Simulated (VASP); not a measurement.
# TiO2 (I4_1/amd) in VASP: a series of runs

TiO2 is run at these levels: PBE; tasks: single point.

All numbers are computed with VASP 6.6.1; they aren't measurements. Logs are shortened: lines on timing, memory, paths and dates and some standing lists are left out, and cuts for length are marked.

### 1 The cell of the first run

Symmetry: I4_1/amd, No. 141, tetragonal system. Conventional cell: a = 3.856 Å, b = 3.856 Å, c = 9.406 Å, α = 90.00°, β = 90.00°, γ = 90.00°. Within 2.6 Å of Ti (site symmetry -4m2) lie 6 O at 1.94 to 1.97 Å. Within 2.6 Å of O (site symmetry 2mm) lie 3 Ti at 1.94 to 1.97 Å and 2 O at 2.46 Å.

### 2 Single point, PBE

INCAR reads:

```
SYSTEM = TiO2
PREC = Accurate
ENCUT = 520
EDIFF = 1E-6
ISMEAR = 0
SIGMA = 0.05
LREAL = .FALSE.
LASPH = .TRUE.
NELM = 80
ALGO = Normal
ISIF = 2
LWAVE = .FALSE.
LCHARG = .FALSE.
GGA = PE
NBANDS = 33
```

KPOINTS reads:

```
regular mesh
0
G
  10 10 10
  0 0 0
```

POSCAR reads:

```
TiO2
1.0
   -1.9281054382      1.9281054382      4.7029949528
    1.9281054382     -1.9281054382      4.7029949528
    1.9281054382      1.9281054382     -4.7029949528
Ti O
2 4
Direct
    0.0000000000      0.0000000000      0.0000000000
    0.7500000000      0.2500000000      0.5000000000
    0.2065067269      0.2065067269      0.0000000000
    0.9565067269      0.4565067269      0.5000000000
    0.5434932731      0.0434932731      0.5000000000
    0.7934932731      0.7934932731      0.0000000000
```

Potentials or basis: VASP PAW PBE potentials, release 64 (Ti_sv, O).

Run with:

```
> cat potpaw_PBE.64/Ti_sv/POTCAR potpaw_PBE.64/O/POTCAR > POTCAR
> mpirun -np 1 vasp_std > vasp.out
```

OUTCAR:

```text
SYSTEM = TiO2
   PREC = Accurate
   ENCUT = 520
   EDIFF = 1E-6
   ISMEAR = 0
   LREAL = .FALSE.
   LASPH = .TRUE.
   NELM = 80
   ISIF = 2
   GGA = PE

 ion  position               nearest neighbor table
   1  0.000  0.000  0.000-   3 1.94   6 1.94   4 1.97   5 1.97   5 1.97   4 1.97
   2  0.750  0.250  0.500-   4 1.94   5 1.94   6 1.97   3 1.97   6 1.97   3 1.97
   3  0.207  0.207  0.000-   1 1.94   2 1.97   2 1.97
   4  0.957  0.457  0.500-   2 1.94   1 1.97   1 1.97
   5  0.543  0.043  0.500-   2 1.94   1 1.97   1 1.97
   6  0.793  0.793  0.000-   1 1.94   2 1.97   2 1.97

  LATTYP: Found a body centered tetragonal cell.
 ALAT       =     3.8562108764
 C/A-ratio  =     2.4391793413

  Lattice vectors:

 A1 = (  -1.9281054382,   1.9281054382,   4.7029949528)
 A2 = (   1.9281054382,  -1.9281054382,   4.7029949528)
 A3 = (   1.9281054382,   1.9281054382,  -4.7029949528)

Analysis of symmetry for initial positions (statically):
=====================================================================
 Subroutine PRICEL returns:
 Original cell was already a primitive cell.

 Routine SETGRP: Setting up the symmetry group for a
 body centered tetragonal supercell.

 Subroutine GETGRP returns: Found 16 space group operations
 (whereof  8 operations were pure point group operations)
 out of a pool of 16 trial point group operations.

The static configuration has the point symmetry D_2d.
 The point group associated with its full space group is D_4h.

Analysis of symmetry for dynamics (positions and initial velocities):
=====================================================================
 Subroutine PRICEL returns:
 Original cell was already a primitive cell.

 Routine SETGRP: Setting up the symmetry group for a
 body centered tetragonal supercell.

 Subroutine GETGRP returns: Found 16 space group operations
 (whereof  8 operations were pure point group operations)
 out of a pool of 16 trial point group operations.

The dynamic configuration has the point symmetry D_2d.
 The point group associated with its full space group is D_4h.

 Subroutine INISYM returns: Found 16 space group operations
 (whereof  8 operations are pure point group operations),
 and found     1 'primitive' translations

----------------------------------------------------------------------------------------

                                     Primitive cell

  volume of cell :      69.9352

  direct lattice vectors                    reciprocal lattice vectors
    -1.928105438  1.928105438  4.702994953     0.000000000  0.259321918  0.106315232
     1.928105438 -1.928105438  4.702994953     0.259321918  0.000000000  0.106315232
     1.928105438  1.928105438 -4.702994953     0.259321918  0.259321918  0.000000000

  length of vectors
     5.436298620  5.436298620  5.436298620     0.280269131  0.280269131  0.366736573

  position of ions in fractional coordinates (direct lattice)
     0.000000000  0.000000000  0.000000000
     0.750000000  0.250000000  0.500000000
     0.206506727  0.206506727  0.000000000
     0.956506727  0.456506727  0.500000000
     0.543493273  0.043493273  0.500000000
     0.793493273  0.793493273  0.000000000

  ion indices of the primitive-cell ions
   primitive index   ion index
                 1           1
                 2           2
                 3           3
                 4           4
                 5           5
                 6           6

----------------------------------------------------------------------------------------

 KPOINTS: regular mesh

Automatic generation of k-mesh.
 Grid dimensions read from file:
 generate k-points for:   10   10   10

 Generating k-lattice:

  Cartesian coordinates                     Fractional coordinates (reciprocal lattice)
     0.000000000  0.025932192  0.010631523     0.100000000  0.000000000 -0.000000000
     0.025932192  0.000000000  0.010631523     0.000000000  0.100000000 -0.000000000
     0.025932192  0.025932192  0.000000000     0.000000000  0.000000000  0.100000000

  Length of vectors
     0.028026913  0.028026913  0.036673657

  Shift w.r.t. Gamma in fractional coordinates (k-lattice)
     0.000000000  0.000000000  0.000000000

 Subroutine IBZKPT returns following result:
 ===========================================

 Found    102 irreducible k-points:

 Following reciprocal coordinates:
            Coordinates               Weight
  0.000000  0.000000  0.000000      1.000000
  0.100000  0.000000  0.000000      8.000000
  0.200000  0.000000  0.000000      8.000000
  0.300000  0.000000  0.000000      8.000000
  0.400000 -0.000000  0.000000      8.000000
  0.500000 -0.000000  0.000000      4.000000
[... 16 lines left out ...]
  0.300000  0.300000  0.000000      8.000000
  0.400000  0.300000 -0.000000     16.000000
 [... further k-points ...]
   k-points           NKPTS =    102   k-points in BZ     NKDIM =    102   number of bands    NBANDS=     33
   number of dos      NEDOS =    301   number of ions     NIONS =      6
   total plane-waves  NPLWV =  64000
   dimension x,y,z NGX =    40 NGY =   40 NGZ =   40
   dimension x,y,z NGXF=    80 NGYF=   80 NGZF=   80
   ions per type =               2   4
   NGX,Y,Z   is equivalent  to a cutoff of  12.23, 12.23, 12.23 a.u.
   NGXF,Y,Z  is equivalent  to a cutoff of  24.46, 24.46, 24.46 a.u.
 SYSTEM =  TiO2
   PREC   = accura    normal or accurate (medium, high low for compatibility)
   ISTART =      0    job   : 0-new  1-cont  2-samecut
   ICHARG =      2    charge: 1-file 2-atom 10-const
   ISPIN  =      1    spin polarized calculation?
   LNONCOLLINEAR =      F non collinear calculations
   LSORBIT =      F    spin-orbit coupling
   LASPH  =      T    aspherical Exc in radial PAW
   ENCUT  =  520.0 eV  38.22 Ry    6.18 a.u.  10.11 10.11 10.11*2*pi/ulx,y,z
   NELM   =     80;   NELMIN=  2; NELMDL= -5     # of ELM steps
   EDIFF  = 0.1E-05   stopping-criterion for ELM
   LREAL  =      F    real-space projection
   EDIFFG = 0.1E-04   stopping-criterion for IOM
   NSW    =      0    number of steps for IOM
   IBRION =     -1    ionic relax: 0-MD 1-quasi-New 2-CG
   NFREE  =      0    steps in history (QN), initial steepest desc. (CG)
   ISIF   =      2    stress and relaxation
   ISYM   =      2    0-nonsym 1-usesym 2-fastsym
   POTIM  = 0.5000    time-step for ionic-motion
   TEBEG  =    0.0;   TEEND  =   0.0 temperature during run
   PSTRESS=    0.0 pullay stress
   NELECT =      48.0000    total number of electrons
   NUPDOWN=      -1.0000    fix difference up-down
   EMIN   =  10.00;   EMAX   =-10.00  energy-range for DOS
   EFERMI =   0.00;   METHOD = LEGACY
   ISMEAR =     0;   SIGMA  =   0.05  broadening in eV -4-tet -1-fermi 0-gaus
   EFERMI_NEDOS =   21; number of points for ismear=-14 and -15
   IALGO  =     38    algorithm
   IMIX   =      4    mixing-type and parameters
     AMIX     =   0.40;   BMIX     =  1.00
     AMIX_MAG =   1.60;   BMIX_MAG =  1.00
  volume/ion in A,a.u.               =      11.66        78.66
  Fermi-wavevector in a.u.,A,eV,Ry     =   1.444075  2.728907 28.372963  2.085354
  Thomas-Fermi vector in A             =   2.562411
   LORBIT       =      0    0 simple, 1 ext, 2 COOP (PROOUT), +10 PAW based schemes
   GGA     = PE    functional components
   LHFCALC =     F    Hartree Fock is set to
   AEXX    =    0.0000 exact exchange contribution
   IVDW    =     0    specifies the selected vdW correction
   LEPSILON=     F    determine dielectric tensor
   LRPA    =     F    only Hartree local field effects (RPA)
 non-spin polarized calculation
 Gauss-broadening in eV      SIGMA  =   0.05
  energy-cutoff  :      520.00
  volume of cell :       69.94
 maximum number of plane-waves:      1906
   NGX = 21   NGY = 21   NGZ = 21

 number of electron      48.0000003 magnetization

 Free energy of the ion-electron system (eV)
  ---------------------------------------------------
  ext. energy  EPLUGINS =         0.00000000
  ---------------------------------------------------
  free energy    TOTEN  =       -53.79233428 eV

  energy without entropy =      -53.79233428  energy(sigma->0) =      -53.79233428

 E-fermi :   3.2779     XC(G=0): -10.5900

 val. band max:        3.0703177866   @ k =  -0.4000   0.4000   0.0000
 cond. band min:       5.1559697712   @ k =   0.0000   0.0000   0.0000
 fundamental gap:      2.0856519846
 Fermi energy:         3.2779227334

 k-point     1 :       0.0000    0.0000    0.0000
  band No.  band energies     occupation
      1     -53.3265      2.00000
      2     -53.2665      2.00000
      3     -29.7854      2.00000
      4     -29.5416      2.00000
      5     -29.5416      2.00000
      6     -29.4668      2.00000
[... 25 lines left out ...]
     32       8.1224      0.00000
     33       8.5191      0.00000

 k-point     2 :       0.1000    0.0000    0.0000
  band No.  band energies     occupation
      1     -53.3252      2.00000
      2     -53.2674      2.00000
      3     -29.7826      2.00000
      4     -29.5537      2.00000
      5     -29.5427      2.00000
      6     -29.4706      2.00000
[... 25 lines left out ...]
     32       8.3220      0.00000
     33       8.6298      0.00000

 k-point     3 :       0.2000    0.0000    0.0000
  band No.  band energies     occupation
      1     -53.3217      2.00000
      2     -53.2701      2.00000
      3     -29.7751      2.00000
      4     -29.5836      2.00000
      5     -29.5452      2.00000
      6     -29.4797      2.00000
[... 25 lines left out ...]
     32       8.5171      0.00000
     33       9.0083      0.00000

 k-point     4 :       0.3000    0.0000    0.0000
  band No.  band energies     occupation
      1     -53.3168      2.00000
      2     -53.2740      2.00000
      3     -29.7652      2.00000
      4     -29.6194      2.00000
      5     -29.5480      2.00000
      6     -29.4885      2.00000
[... 673 lines left out ...]
     32       9.1737      0.00000
     33       9.2141      0.00000

 k-point    23 :       0.3000    0.3000    0.0000
  band No.  band energies     occupation
      1     -53.3047      2.00000
      2     -53.2840      2.00000
      3     -29.7374      2.00000
      4     -29.6762      2.00000
      5     -29.5734      2.00000
      6     -29.5255      2.00000
[... 25 lines left out ...]
     32       9.5051      0.00000
     33      10.0499      0.00000

 k-point    24 :       0.4000    0.3000   -0.0000
  band No.  band energies     occupation
      1     -53.3010      2.00000
      2     -53.2868      2.00000
      3     -29.7384      2.00000
      4     -29.6966      2.00000
      5     -29.5733      2.00000
      6     -29.5396      2.00000
[... 25 lines left out ...]
     32       9.6176      0.00000
     33      10.1797      0.00000

 [... further k-points ...]
[... 5 lines left out ...]
  --------------------------------------------------------------------------------------
  -------------------------------------------------------------------------------------
  Total       -0.8263673     -0.8263673      4.0710604      0.0000000      0.0000000      0.0000000
  in kB      -18.9316149    -18.9316149     93.2657240      0.0000000      0.0000000      0.0000000
  external PRESSURE =      18.4674981 kB  Pullay stress =       0.0000000 kB

 VOLUME and BASIS-vectors are now :
 -----------------------------------------------------------------------------
  energy-cutoff  :      520.00
  volume of cell :       69.94
      direct lattice vectors                 reciprocal lattice vectors
    -1.928105438  1.928105438  4.702994953     0.000000000  0.259321918  0.106315232
     1.928105438 -1.928105438  4.702994953     0.259321918  0.000000000  0.106315232
     1.928105438  1.928105438 -4.702994953     0.259321918  0.259321918  0.000000000

 POSITION                                       TOTAL-FORCE (eV/Angst)
 -----------------------------------------------------------------------------------
      0.00000      0.00000      0.00000        -0.000000     -0.000000     -0.000000
      0.00000      1.92811      2.35150        -0.000000     -0.000000      0.000000
      0.00000      0.00000      1.94240        -0.000000      0.000000      0.613922
     -0.00000      1.92811      4.29390         0.000000     -0.000000      0.613922
      0.00000      1.92811      0.40910         0.000000     -0.000000     -0.613922
      0.00000      0.00000      7.46359        -0.000000      0.000000     -0.613922
 -----------------------------------------------------------------------------------
    total drift:                                0.000000      0.000000     -0.000000

  FREE ENERGIE OF THE ION-ELECTRON SYSTEM (eV)
  ---------------------------------------------------
  free  energy   TOTEN  =       -53.7923342760 eV

  energy  without entropy=      -53.7923342760  energy(sigma->0) =      -53.79233428
```

Wall time 10 min (1 thread of Intel Xeon 8259CL, shared host); peak memory 0.36 GiB.

Results:

```yaml
Free_energy: -53.7923 eV
Pressure: 1.8 GPa
Largest_force: 0.614 eV/Å
Band_gap_on_the_k_mesh: 2.09 eV, indirect (least direct gap 2.36 eV)
```

Forces in eV/Å, atoms in the order of the input:
```
Ti   0.000  0.000  0.000
Ti   0.000  0.000  0.000
O    0.000  0.000  0.614
O    0.000  0.000  0.614
O    0.000  0.000 -0.614
O    0.000  0.000 -0.614
```

### 3 Single point, PBE (strain +0.000 along x and y, +0.015 along z)

INCAR reads:

```
PREC = Accurate
ENCUT = 520
EDIFF = 1E-6
ISMEAR = 0
SIGMA = 0.05
LREAL = F
LASPH = T
NELM = 60
ALGO = Normal
ISIF = 2
LWAVE = F
LCHARG = T
GGA = PE
LELF = T
LVHAR = T
NBANDS = 33
```

KPOINTS reads:

```
Automatic mesh
0
Gamma
  10 10 10
```

Changes to POSCAR since step 2:

```diff
@@ -2,5 +2,5 @@
 1.0
-   -1.9281054382      1.9281054382      4.7029949528
-    1.9281054382     -1.9281054382      4.7029949528
-    1.9281054382      1.9281054382     -4.7029949528
+   -1.8996112692      1.8996112692      4.9211751310
+    1.8996112692     -1.8996112692      4.9211751310
+    1.8996112692      1.8996112692     -4.9211751310
 Ti O
```

Potentials or basis: VASP PAW PBE potentials, release 64 (Ti_sv, O).

Run with:

```
> cat potpaw_PBE.64/Ti_sv/POTCAR potpaw_PBE.64/O/POTCAR > POTCAR
> mpirun -np 1 vasp_std > vasp.out
```

It took 13 min on 1 thread of Intel Xeon 8259CL, shared host; peak memory 0.38 GiB.

It converged, with:

* Free energy: -53.8540 eV
* Pressure: -2.4 GPa
* Largest force: 0.211 eV/Å
* Band gap on the k mesh: 2.09 eV, indirect (least direct gap 2.40 eV)

Forces in eV/Å, atoms in the order of the input:
```
Ti   0.000  0.000  0.000
Ti   0.000  0.000  0.000
O    0.000  0.000 -0.211
O    0.000  0.000 -0.211
O    0.000  0.000  0.211
O    0.000  0.000  0.211
```

Stress tensor (GPa, compression positive):
```
-1.36  0.00  0.00
 0.00 -1.36  0.00
 0.00  0.00 -4.34
```

Levels at points of the mesh, in eV from the valence-band top:
```
           k point  band 21  band 22  band 23  band 24  band 25  band 26  band 27  band 28
(0.00, 0.00, 0.00)    -0.87    -0.82    -0.41    -0.41     2.09     2.70     3.89     3.89
(0.50, 0.00, 0.00)    -1.86    -0.92    -0.86    -0.67     3.15     3.37     3.42     3.45
(0.50, 0.50, 0.00)    -1.99    -1.99    -0.05    -0.05     3.12     3.12     3.58     3.58
(0.50, 0.50, 0.50)    -1.27    -1.27    -0.12    -0.12     2.39     2.39     3.62     3.62
```

Caveat: the cell differs from its parent crystal (strain +0.000 along x and y, +0.015 along z).

### 4 Single point, PBE (strain +0.015 along x and y, -0.015 along z)

INCAR reads:

```
ALGO = Normal
EDIFF = 1E-6
ENCUT = 520
GGA = PE
ISIF = 2
ISMEAR = 0
LASPH = True
LCHARG = False
LREAL = False
LWAVE = False
NBANDS = 33
NELM = 60
PREC = Accurate
SIGMA = 0.05
```

KPOINTS reads:

```
k-points
0
Gamma
  10 10 10
```

Changes to POSCAR since step 3:

```diff
@@ -2,5 +2,5 @@
 1.0
-   -1.8996112692      1.8996112692      4.9211751310
-    1.8996112692     -1.8996112692      4.9211751310
-    1.8996112692      1.8996112692     -4.9211751310
+   -1.9281054382      1.9281054382      4.7757216788
+    1.9281054382     -1.9281054382      4.7757216788
+    1.9281054382      1.9281054382     -4.7757216788
 Ti O
```

Run with:

```
> cat potpaw_PBE.64/Ti_sv/POTCAR potpaw_PBE.64/O/POTCAR > POTCAR
> mpirun -np 1 vasp_std > vasp.out
```

Wall time 11 min (1 thread of Intel Xeon 8259CL, shared host); peak memory 0.38 GiB.

Results (log left out):

- Free energy: -53.8332 eV
- Pressure: -1.8 GPa
- Largest force: 0.285 eV/Å
- Band gap on the k mesh: 2.06 eV, indirect (least direct gap 2.34 eV)

Forces in eV/Å, atoms in the order of the input:
```
Ti   0.000  0.000  0.000
Ti   0.000  0.000  0.000
O    0.000  0.000  0.285
O    0.000  0.000  0.285
O    0.000  0.000 -0.285
O    0.000  0.000 -0.285
```

Stress tensor (GPa, compression positive):
```
-3.94  0.00  0.00
 0.00 -3.94  0.00
 0.00  0.00  2.52
```

Levels at points of the mesh, in eV from the valence-band top:
| k point | band 21 | band 22 | band 23 | band 24 | band 25 | band 26 | band 27 | band 28 |
| --- | --- | --- | --- | --- | --- | --- | --- | --- |
| (0.00, 0.00, 0.00) | -0.67 | -0.67 | -0.39 | -0.39 | 2.06 | 2.78 | 3.88 | 3.88 |
| (0.50, 0.00, 0.00) | -1.80 | -0.83 | -0.76 | -0.56 | 3.09 | 3.42 | 3.44 | 3.52 |
| (0.50, 0.50, 0.00) | -1.86 | -1.86 | -0.04 | -0.04 | 3.22 | 3.22 | 3.67 | 3.67 |
| (0.50, 0.50, 0.50) | -1.14 | -1.14 | -0.07 | -0.07 | 2.41 | 2.41 | 3.63 | 3.63 |

Caveat: the cell differs from its parent crystal (strain +0.015 along x and y, -0.015 along z). A k mesh can miss the band edges.

### 5 Summary

```csv
cell,gap on the mesh (eV),pressure (GPa),largest force (eV/Å)
"a = 5.436 Å, angles 138.5, 138.5, 60.2°, 6 atoms",2.09,1.8,0.61
"a = 5.607 Å, angles 140.4, 140.4, 57.3°, 6 atoms",2.09,-2.4,0.21
"a = 5.499 Å, angles 139.0, 139.0, 59.4°, 6 atoms",2.06,-1.8,0.28
```

Alike in all rows: task single point; level PBE; potentials or basis VASP PAW PBE potentials, release 64 (Ti_sv, O); no spin polarisation; k mesh 10 × 10 × 10; cutoff (eV) 520; smearing gaussian 0.05 eV.

Absolute energies hang on the potentials; compare differences alone.
